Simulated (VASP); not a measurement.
# BaTiO3 (Amm2) in VASP: notebook

BaTiO3 is run at these levels: PBEsol, r2SCAN; tasks: single point.

Program: VASP 6.6.1. These are calculated values, not measurements. Logs are shortened: lines on timing, memory, paths and dates and some standing lists are left out, and cuts for length are marked.

**1. The cell of the first run**

Symmetry: Amm2, No. 38, orthorhombic system. The conventional cell has a = 3.950 Å, b = 5.657 Å, c = 5.678 Å, α = 90.00°, β = 90.00°, γ = 90.00°. Within 3.6 Å of Ba (site symmetry mm2) lie 12 O at 2.75 to 2.93 Å and 8 Ti at 3.40 to 3.52 Å. Ti (site symmetry mm2) has 6 O at 1.87 to 2.15 Å within 2.5 Å. Within 2.5 Å of O (site symmetry m) lie 2 Ti at 1.87 to 2.15 Å. O (site symmetry mm2) has 2 Ti at 1.98 Å within 2.6 Å.

**2. Single point, PBEsol**

Contents of INCAR:

```
PREC = Accurate
ENCUT = 520
EDIFF = 1E-7
ISMEAR = -1
SIGMA = 0.05
LREAL = F
LASPH = T
NELM = 100
ALGO = Normal
ISIF = 2
LWAVE = F
LCHARG = F
GGA = PS
NBANDS = 28
```

Contents of KPOINTS:

```
Automatic mesh
0
Gamma
  7 7 7
```

Contents of POSCAR:

```
BaTiO3
1.0
    3.9498936648      0.0000000000      0.0000000000
    0.0000000000      2.8282992999      2.8387661349
    0.0000000000     -2.8282992999      2.8387661349
Ba Ti O
1 1 3
Direct
    0.0000000000      0.0070780013      0.0070780013
    0.5000000000      0.5198397661      0.5198397661
    0.5000000000      0.9848113102      0.4937263783
    0.5000000000      0.4937263783      0.9848113102
    0.0000000000      0.4914245441      0.4914245441
```

Potentials or basis: VASP PAW PBE potentials, release 64 (Ba_sv, Ti_sv, O).

Started as:

```
> cat potpaw_PBE.64/Ba_sv/POTCAR potpaw_PBE.64/Ti_sv/POTCAR potpaw_PBE.64/O/POTCAR > POTCAR
> mpirun -np 1 vasp_std > vasp.out
```

OUTCAR:

```text
PREC = Accurate
   ENCUT = 520
   EDIFF = 1E-7
   ISMEAR = -1
   LREAL = F
   LASPH = T
   NELM = 100
   ISIF = 2
   GGA = PS

 ion  position               nearest neighbor table
   1  0.000  0.007  0.007-   5 2.75   4 2.78   3 2.78   3 2.78   4 2.78   5 2.83   5 2.83   4 2.85
                             3 2.85   3 2.85   4 2.85   5 2.93   2 3.40   2 3.40   2 3.45   2 3.45
   2  0.500  0.520  0.520-   3 1.87   4 1.87   5 1.98   5 1.98   3 2.15   4 2.15   1 3.40   1 3.40
                             1 3.45   1 3.45   1 3.45   1 3.45   1 3.52   1 3.52
   3  0.500  0.985  0.494-   2 1.87   2 2.15   1 2.78   1 2.78   1 2.85   1 2.85
   4  0.500  0.494  0.985-   2 1.87   2 2.15   1 2.78   1 2.78   1 2.85   1 2.85
   5  0.000  0.491  0.491-   2 1.98   2 1.98   1 2.75   1 2.83   1 2.83   1 2.93

  LATTYP: Found a base centered orthorhombic cell.
 ALAT       =     5.6565985998
 B/A-ratio  =     1.0037007523
 C/A-ratio  =     0.6982807062

  Lattice vectors:

 A1 = (   0.0000000000,   2.8282992999,  -2.8387661349)
 A2 = (   0.0000000000,   2.8282992999,   2.8387661349)
 A3 = (   3.9498936648,   0.0000000000,   0.0000000000)

Analysis of symmetry for initial positions (statically):
=====================================================================
 Subroutine PRICEL returns:
 Original cell was already a primitive cell.

 Routine SETGRP: Setting up the symmetry group for a
 base centered orthorhombic supercell.

 Subroutine GETGRP returns: Found  4 space group operations
 (whereof  4 operations were pure point group operations)
 out of a pool of  8 trial point group operations.

The static configuration has the point symmetry C_2v.

Analysis of symmetry for dynamics (positions and initial velocities):
=====================================================================
 Subroutine PRICEL returns:
 Original cell was already a primitive cell.

 Routine SETGRP: Setting up the symmetry group for a
 base centered orthorhombic supercell.

 Subroutine GETGRP returns: Found  4 space group operations
 (whereof  4 operations were pure point group operations)
 out of a pool of  8 trial point group operations.

The dynamic configuration has the point symmetry C_2v.

 Subroutine INISYM returns: Found  4 space group operations
 (whereof  4 operations are pure point group operations),
 and found     1 'primitive' translations

----------------------------------------------------------------------------------------

                                     Primitive cell

  volume of cell :      63.4264

  direct lattice vectors                    reciprocal lattice vectors
     3.949893665  0.000000000  0.000000000     0.253171372  0.000000000  0.000000000
     0.000000000  2.828299300  2.838766135     0.000000000  0.176784685  0.176132861
     0.000000000 -2.828299300  2.838766135     0.000000000 -0.176784685  0.176132861

  length of vectors
     3.949893665  4.007227233  4.007227233     0.253171372  0.249550815  0.249550815

  position of ions in fractional coordinates (direct lattice)
     0.000000000  0.007078001  0.007078001
     0.500000000  0.519839766  0.519839766
     0.500000000  0.984811310  0.493726378
     0.500000000  0.493726378  0.984811310
     0.000000000  0.491424544  0.491424544

  ion indices of the primitive-cell ions
   primitive index   ion index
                 1           1
                 2           2
                 3           3
                 4           4
                 5           5

----------------------------------------------------------------------------------------

 KPOINTS: Automatic mesh

Automatic generation of k-mesh.
 Grid dimensions read from file:
 generate k-points for:    7    7    7

 Generating k-lattice:

  Cartesian coordinates                     Fractional coordinates (reciprocal lattice)
     0.036167339  0.000000000  0.000000000     0.142857143  0.000000000  0.000000000
     0.000000000  0.025254955  0.025161837     0.000000000  0.142857143  0.000000000
     0.000000000 -0.025254955  0.025161837     0.000000000  0.000000000  0.142857143

  Length of vectors
     0.036167339  0.035650116  0.035650116

  Shift w.r.t. Gamma in fractional coordinates (k-lattice)
     0.000000000  0.000000000  0.000000000

 Subroutine IBZKPT returns following result:
 ===========================================

 Found     64 irreducible k-points:

 Following reciprocal coordinates:
            Coordinates               Weight
  0.000000  0.000000  0.000000      1.000000
  0.142857  0.000000  0.000000      2.000000
  0.285714  0.000000  0.000000      2.000000
  0.428571  0.000000  0.000000      2.000000
  0.000000  0.142857  0.000000      4.000000
  0.142857  0.142857  0.000000      8.000000
[... 16 lines left out ...]
  0.285714  0.285714  0.142857      8.000000
  0.428571  0.285714  0.142857      8.000000
 [... further k-points ...]
   k-points           NKPTS =     64   k-points in BZ     NKDIM =     64   number of bands    NBANDS=     28
   number of dos      NEDOS =    301   number of ions     NIONS =      5
   total plane-waves  NPLWV =  27000
   dimension x,y,z NGX =    30 NGY =   30 NGZ =   30
   dimension x,y,z NGXF=    60 NGYF=   60 NGZF=   60
   ions per type =               1   1   3
   NGX,Y,Z   is equivalent  to a cutoff of  12.63, 12.45, 12.45 a.u.
   NGXF,Y,Z  is equivalent  to a cutoff of  25.25, 24.89, 24.89 a.u.
 SYSTEM =  unknown system
   PREC   = accura    normal or accurate (medium, high low for compatibility)
   ISTART =      0    job   : 0-new  1-cont  2-samecut
   ICHARG =      2    charge: 1-file 2-atom 10-const
   ISPIN  =      1    spin polarized calculation?
   LNONCOLLINEAR =      F non collinear calculations
   LSORBIT =      F    spin-orbit coupling
   LASPH  =      T    aspherical Exc in radial PAW
   ENCUT  =  520.0 eV  38.22 Ry    6.18 a.u.   7.34  7.45  7.45*2*pi/ulx,y,z
   NELM   =    100;   NELMIN=  2; NELMDL= -5     # of ELM steps
   EDIFF  = 0.1E-06   stopping-criterion for ELM
   LREAL  =      F    real-space projection
   EDIFFG = 0.1E-05   stopping-criterion for IOM
   NSW    =      0    number of steps for IOM
   IBRION =     -1    ionic relax: 0-MD 1-quasi-New 2-CG
   NFREE  =      0    steps in history (QN), initial steepest desc. (CG)
   ISIF   =      2    stress and relaxation
   ISYM   =      2    0-nonsym 1-usesym 2-fastsym
   POTIM  = 0.5000    time-step for ionic-motion
   TEBEG  =    0.0;   TEEND  =   0.0 temperature during run
   PSTRESS=    0.0 pullay stress
   NELECT =      40.0000    total number of electrons
   NUPDOWN=      -1.0000    fix difference up-down
   EMIN   =  10.00;   EMAX   =-10.00  energy-range for DOS
   EFERMI =   0.00;   METHOD = LEGACY
   ISMEAR =    -1;   SIGMA  =   0.05  broadening in eV -4-tet -1-fermi 0-gaus
   EFERMI_NEDOS =   21; number of points for ismear=-14 and -15
   IALGO  =     38    algorithm
   IMIX   =      4    mixing-type and parameters
     AMIX     =   0.40;   BMIX     =  1.00
     AMIX_MAG =   1.60;   BMIX_MAG =  1.00
  volume/ion in A,a.u.               =      12.69        85.60
  Fermi-wavevector in a.u.,A,eV,Ry     =   1.403906  2.652998 26.816431  1.970952
  Thomas-Fermi vector in A             =   2.526521
   LORBIT       =      0    0 simple, 1 ext, 2 COOP (PROOUT), +10 PAW based schemes
   GGA     = PS    functional components
   LHFCALC =     F    Hartree Fock is set to
   AEXX    =    0.0000 exact exchange contribution
   IVDW    =     0    specifies the selected vdW correction
   LEPSILON=     F    determine dielectric tensor
   LRPA    =     F    only Hartree local field effects (RPA)
 non-spin polarized calculation
  energy-cutoff  :      520.00
  volume of cell :       63.43
 maximum number of plane-waves:      1743
 NGX is ok and might be reduce to    30
   NGX = 15   NGY = 15   NGZ = 15

 number of electron      40.0000001 magnetization

 Free energy of the ion-electron system (eV)
  ---------------------------------------------------
  ext. energy  EPLUGINS =         0.00000000
  ---------------------------------------------------
  free energy    TOTEN  =       -42.00163525 eV

  energy without entropy =      -42.00163525  energy(sigma->0) =      -42.00163525

 E-fermi :   4.7999     XC(G=0): -11.5618

 val. band max:        3.6874586320   @ k =   0.4286   0.4286   0.4286
 cond. band min:       5.8584839307   @ k =   0.0000   0.0000   0.0000
 fundamental gap:      2.1710252987
 Fermi energy:         4.7998520139

 k-point     1 :       0.0000    0.0000    0.0000
  band No.  band energies     occupation
      1     -52.3292      2.00000
      2     -28.7121      2.00000
      3     -28.7065      2.00000
      4     -28.6638      2.00000
      5     -20.9920      2.00000
      6     -13.0606      2.00000
[... 20 lines left out ...]
     27       8.7749      0.00000
     28      11.0259      0.00000

 k-point     2 :       0.1429    0.0000    0.0000
  band No.  band energies     occupation
      1     -52.3289      2.00000
      2     -28.7116      2.00000
      3     -28.7061      2.00000
      4     -28.6760      2.00000
      5     -20.9664      2.00000
      6     -13.0774      2.00000
[... 20 lines left out ...]
     27       9.1749      0.00000
     28      11.5297      0.00000

 k-point     3 :       0.2857    0.0000    0.0000
  band No.  band energies     occupation
      1     -52.3284      2.00000
      2     -28.7106      2.00000
      3     -28.7054      2.00000
      4     -28.7027      2.00000
      5     -20.9078      2.00000
      6     -13.1852      2.00000
[... 20 lines left out ...]
     27      10.1065      0.00000
     28      12.0859      0.00000

 k-point     4 :       0.4286    0.0000    0.0000
  band No.  band energies     occupation
      1     -52.3279      2.00000
      2     -28.7249      2.00000
      3     -28.7097      2.00000
      4     -28.7040      2.00000
      5     -20.8596      2.00000
      6     -13.3092      2.00000
[... 20 lines left out ...]
     27      11.1808      0.00000
     28      11.9685      0.00000

 k-point     5 :       0.0000    0.1429    0.0000
  band No.  band energies     occupation
      1     -52.3290      2.00000
      2     -28.7204      2.00000
      3     -28.7082      2.00000
      4     -28.6634      2.00000
      5     -20.9688      2.00000
      6     -13.0776      2.00000
[... 20 lines left out ...]
     27       9.1680      0.00000
     28      11.5166      0.00000

 k-point     6 :       0.1429    0.1429    0.0000
  band No.  band energies     occupation
      1     -52.3287      2.00000
      2     -28.7199      2.00000
      3     -28.7077      2.00000
      4     -28.6755      2.00000
      5     -20.9448      2.00000
      6     -13.0687      2.00000
[... 463 lines left out ...]
      5     -20.8980      2.00000
      6     -13.1158      2.00000
[... 20 lines left out ...]
     27      10.5465      0.00000
     28      12.4064      0.00000

 k-point    22 :       0.1429    0.2857    0.1429
  band No.  band energies     occupation
      1     -52.3281      2.00000
      2     -28.7419      2.00000
      3     -28.7174      2.00000
      4     -28.6741      2.00000
      5     -20.8785      2.00000
      6     -13.0475      2.00000
[... 20 lines left out ...]
     27      10.7437      0.00000
     28      12.1427      0.00000

 k-point    23 :       0.2857    0.2857    0.1429
  band No.  band energies     occupation
      1     -52.3275      2.00000
      2     -28.7405      2.00000
      3     -28.7162      2.00000
      4     -28.7006      2.00000
      5     -20.8341      2.00000
      6     -12.9333      2.00000
[... 20 lines left out ...]
     27      11.4797      0.00000
     28      12.1273      0.00000

 k-point    24 :       0.4286    0.2857    0.1429
  band No.  band energies     occupation
      1     -52.3271      2.00000
      2     -28.7393      2.00000
      3     -28.7220      2.00000
      4     -28.7152      2.00000
      5     -20.7978      2.00000
      6     -12.9024      2.00000
[... 20 lines left out ...]
     27      12.1162      0.00000
     28      12.2690      0.00000

 [... further k-points ...]

------------------------ aborting loop because EDIFF is reached ----------------------------------------

  FORCE on cell =-STRESS in cart. coord.  units (eV):
  Direction    XX          YY          ZZ          XY          YZ          ZX
  --------------------------------------------------------------------------------------
  -------------------------------------------------------------------------------------
  Total        0.7535483      0.7821993      0.7629131      0.0000000      0.0000000      0.0000000
  in kB       19.0349303     19.7586657     19.2714880      0.0000000      0.0000000      0.0000000
  external PRESSURE =      19.3550280 kB  Pullay stress =       0.0000000 kB

 VOLUME and BASIS-vectors are now :
 -----------------------------------------------------------------------------
  energy-cutoff  :      520.00
  volume of cell :       63.43
      direct lattice vectors                 reciprocal lattice vectors
     3.949893665  0.000000000  0.000000000     0.253171372  0.000000000  0.000000000
     0.000000000  2.828299300  2.838766135     0.000000000  0.176784685  0.176132861
     0.000000000 -2.828299300  2.838766135     0.000000000 -0.176784685  0.176132861

 POSITION                                       TOTAL-FORCE (eV/Angst)
 -----------------------------------------------------------------------------------
      0.00000      0.00000      0.04019         0.000000      0.000000     -0.038483
      1.97495      0.00000      2.95141         0.000000      0.000000     -0.055967
      1.97495      1.38894      4.19722         0.000000      0.020769      0.038007
      1.97495     -1.38894      4.19722         0.000000     -0.020769      0.038007
      0.00000      0.00000      2.79008         0.000000      0.000000      0.018436
 -----------------------------------------------------------------------------------
    total drift:                                0.000000      0.000000      0.000239

  FREE ENERGIE OF THE ION-ELECTRON SYSTEM (eV)
  ---------------------------------------------------
  free  energy   TOTEN  =       -42.0016352508 eV

  energy  without entropy=      -42.0016352508  energy(sigma->0) =      -42.00163525
```

It took 70 s on 1 thread of AMD EPYC 9R45 (Zen 5), shared host; peak memory 0.22 GiB.

What came out:

* Free energy: -42.0016 eV
* Pressure: 1.9 GPa
* Largest force: 0.056 eV/Å
* Band gap on the k mesh: 2.17 eV (least direct gap 2.44 eV)

Forces in eV/Å, atoms in the order of the input:
```
Ba   0.000  0.000 -0.038
Ti   0.000  0.000 -0.056
O    0.000  0.021  0.038
O    0.000 -0.021  0.038
O    0.000  0.000  0.018
```

Caveat: the PAW data sets were made with another functional, which shifts forces and pressure a little; spin-orbit coupling is left out, which moves the levels of the heavy elements; an odd mesh through Γ misses points on the zone boundary, where band edges can lie.

**3. Single point, r2SCAN**

This run uses another cell than the first one, of 12.87 Å³/atom.

Contents of POSCAR:

```
BaTiO3
1.0
    3.9855000000      0.0000000000      0.0000000000
    0.0000000000      2.8369000000      2.8451500000
    0.0000000000     -2.8369000000      2.8451500000
Ba Ti O
1 1 3
Direct
    0.0000000000      0.0000000000      0.0000000000
    0.5000000000      0.5124000000      0.5124000000
    0.5000000000      0.9918400000      0.5052400000
    0.5000000000      0.5052400000      0.9918400000
    0.0000000000      0.4874000000      0.4874000000
```

Contents of INCAR.step1:

```
SYSTEM = BaTiO3
PREC     = Accurate       ! precision mode
ENCUT    = 520            ! plane-wave cutoff, eV
ISMEAR   = -1             ! smearing method
SIGMA    = 0.05           ! smearing width, eV
LREAL    = .False.        ! projectors in reciprocal space
LASPH    = .True.         ! aspherical terms in the spheres
NELM     = 60             ! most SCF steps
NBANDS   = 28             ! bands
GGA      = PE             ! functional
ALGO     = Normal         ! electronic algorithm
EDIFF    = 1E-4           ! SCF threshold, eV
LWAVE    = .True.         ! write WAVECAR
LCHARG   = .False.        ! write CHGCAR
```

Contents of INCAR.step2:

```
SYSTEM = BaTiO3
PREC     = Accurate       ! precision mode
ENCUT    = 520            ! plane-wave cutoff, eV
EDIFF    = 1E-6           ! SCF threshold, eV
ISMEAR   = -1             ! smearing method
SIGMA    = 0.05           ! smearing width, eV
LREAL    = .False.        ! projectors in reciprocal space
LASPH    = .True.         ! aspherical terms in the spheres
NELM     = 60             ! most SCF steps
ALGO     = Normal         ! electronic algorithm
ISIF     = 2              ! what is computed and relaxed
LWAVE    = .False.        ! write WAVECAR
LCHARG   = .False.        ! write CHGCAR
METAGGA  = R2SCAN         ! meta-GGA
LMIXTAU  = .True.       
NBANDS   = 28             ! bands
ISTART   = 1
```

Contents of KPOINTS:

```
Automatic mesh
0
Gamma
  7 7 7
  0 0 0
```

Potentials or basis: VASP PAW PBE potentials, release 64 (Ba_sv, Ti_sv, O).

Started as:

```
> cat potpaw_PBE.64/Ba_sv/POTCAR potpaw_PBE.64/Ti_sv/POTCAR potpaw_PBE.64/O/POTCAR > POTCAR
> cp INCAR.step1 INCAR
> mpirun -np 1 vasp_std > vasp.out
> cp INCAR.step2 INCAR
> mpirun -np 1 vasp_std > vasp.out
```

It took 3.3 min on 1 thread of AMD EPYC 9R45 (Zen 5), shared host; peak memory 0.22 GiB.

The run converged. Its results:

```
Free energy            : -74.2345 eV
Pressure               : 1.1 GPa
Largest force          : 0.272 eV/Å
Band gap on the k mesh : 2.31 eV (least direct gap 2.46 eV)
```

Forces on the atoms (eV/Å):
```
Ba   0.000  0.000  0.162
Ti   0.000  0.000  0.113
O    0.000  0.014 -0.272
O    0.000 -0.014 -0.272
O    0.000  0.000  0.269
```

Stress tensor (GPa, compression positive):
```
1.20 0.00 0.00
0.00 1.32 0.00
0.00 0.00 0.65
```

Levels at points of the mesh, in eV from the valence-band top:
```csv
k point,band 17,band 18,band 19,band 20,band 21,band 22,band 23,band 24
"(0.00, 0.00, 0.00)",-1.05,-0.28,-0.19,-0.15,2.31,2.37,2.52,4.36
```

Caveat: the PAW data sets were made with another functional, which shifts forces and pressure a little; spin-orbit coupling is left out, which moves the levels of the heavy elements; an odd mesh through Γ misses points on the zone boundary, where band edges can lie. r2SCAN opens gaps a little over a GGA but as a rule still falls short of measured ones.
